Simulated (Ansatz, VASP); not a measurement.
Two plane-wave programs on AlNi

INCAR

```
PREC     = Accurate       # precision mode
ENCUT    = 520            # plane-wave cutoff, eV
EDIFF    = 1E-7           # SCF threshold, eV
ISMEAR   = 0              # smearing method
SIGMA    = 0.15           # smearing width, eV
LREAL    = F              # projectors in reciprocal space
LASPH    = T              # aspherical terms in the spheres
NELM     = 80             # most SCF steps
ALGO     = Fast           # electronic algorithm
ISIF     = 2              # what is computed and relaxed
LWAVE    = F              # write WAVECAR
LCHARG   = T              # write CHGCAR
GGA      = PS             # functional
LELF     = T              # ELF
LVHAR    = T            
NBANDS   = 14             # bands
```

File KPOINTS:

```
Automatic mesh
0
Gamma
  20 20 20
```

POSCAR

```
AlNi
1.0
    2.0213280871     -2.0213497883      0.0000000000
    2.0213280871      2.0213497883      0.0000000000
    0.0000000000      0.0000000000      2.8694088109
Al Ni
1 1
Direct
    0.0000000000      0.0000000000     -0.0348503844
    0.5000000000      0.5000000000      0.5000000000
```

Input for Ansatz:

```yaml
crystal:
  lattice:
    - [2.0213280871, -2.0213497883, 0.0]
    - [2.0213280871, 2.0213497883, 0.0]
    - [0.0, 0.0, 2.8694088109]
  atoms:
    - { symbol: Al, position: [0.0, 0.0, -0.0348503844] }
    - { symbol: Ni, position: [0.5, 0.5, 0.5] }
basis:
  ecutwfc: 420
kpoints:
  mp_grid: { grid: [20, 20, 20] }
hamiltonian:
  xc: pbesol
scf:
  occupations: { method: gaussian, width: 0.15 }
output:
  forces: true
  stress: true
  eigenvalues: true
```

Alike in both runs: task single point; functional PBEsol; k mesh 20 × 20 × 20; occupations gaussian, width 0.15 eV; no spin polarisation.

|  | VASP | Ansatz |
| --- | --- | --- |
| version | VASP 6.6.1 | Ansatz 0.2.0 |
| potentials or method | VASP PAW PBE potentials, release 64 (Al, Ni), cutoff 520 eV | scalar-relativistic, plane waves, PAW |
| valence electrons in the cell | 13 | 21 |

Ansatz gave:

- gap on the k mesh at the Fermi level (eV): none
- pressure (GPa): 0.7
- traceless stress, the component that is largest in VASP (GPa): -0.56
- rms of the force components (eV/Å): 0.359

Question: What did VASP give for the same quantities?

Answer: gap on the k mesh at the Fermi level (eV): none; pressure (GPa): 0.9; traceless stress, the component that is largest in VASP (GPa): -0.57; rms of the force components (eV/Å): 0.361.

VASP's potentials were made for PBE, not for PBEsol. Atom by atom the forces differ by 0.002 eV/Å (rms over components). A gap of «none» marks a metal or a gap that the smearing closes. VASP's potentials hold 13 valence electrons a cell and Ansatz's 21, so a difference there can come from the potentials and not from the codes. Ansatz's warnings: near symmetry operations not taken.
